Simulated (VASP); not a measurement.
Ga4SbN3, 8 atoms in the cell. The structure is trigonal, space group P3m1 (No. 156). Conventional cell: a = 3.167 Å, b = 3.167 Å, c = 14.400 Å, α = 90.00°, β = 90.00°, γ = 120.00°. N (site symmetry 3m) has 4 Ga at 1.95 Å within 2.6 Å. N (site symmetry 3m) has 4 Ga at 1.94 to 1.99 Å within 2.6 Å. Within 2.6 Å of N (site symmetry 3m) lie 4 Ga at 1.94 to 1.95 Å. Sb (site symmetry 3m) has 1 Ga at 2.71 Å and 6 Sb at 3.17 Å within 3.6 Å. Ga (site symmetry 3m) has 4 N at 1.94 to 1.95 Å within 2.6 Å. Within 2.6 Å of Ga (site symmetry 3m) lie 1 N at 1.99 Å. Within 2.6 Å of Ga (site symmetry 3m) lie 4 N at 1.94 to 1.95 Å. Ga (site symmetry 3m) has 3 N at 1.95 Å within 2.6 Å. 

- Program: VASP 6.6.1
- Task: single point
- Functional: PBE
- Potentials or basis: VASP PAW PBE potentials, release 64 (N, Sb, Ga_d)
- Cutoff: 520 eV
- k mesh: 12 × 12 × 2
- Occupations: fermi-dirac, width 0.02 eV
- Spin: no spin polarisation
- Dipole correction: no
- Further INCAR settings: ALGO = Normal; EDIFF = 1e-06; NBANDS = 46

Potentials or basis: VASP PAW PBE potentials, release 64 (N, Sb, Ga_d).

Launch:

```sh
$ cat potpaw_PBE.64/N/POTCAR potpaw_PBE.64/Sb/POTCAR potpaw_PBE.64/Ga_d/POTCAR > POTCAR
$ mpirun -np 1 vasp_std > vasp.out
```

Hardware: 1 thread of Intel Xeon 8259CL, on a shared host.

Q: Estimate the wall time of this run.

A: Run time: 6.4 min on 1 thread of Intel Xeon 8259CL, with other jobs on the host, peak memory 0.35 GiB. Counts: scf iterations 17, k points 38.
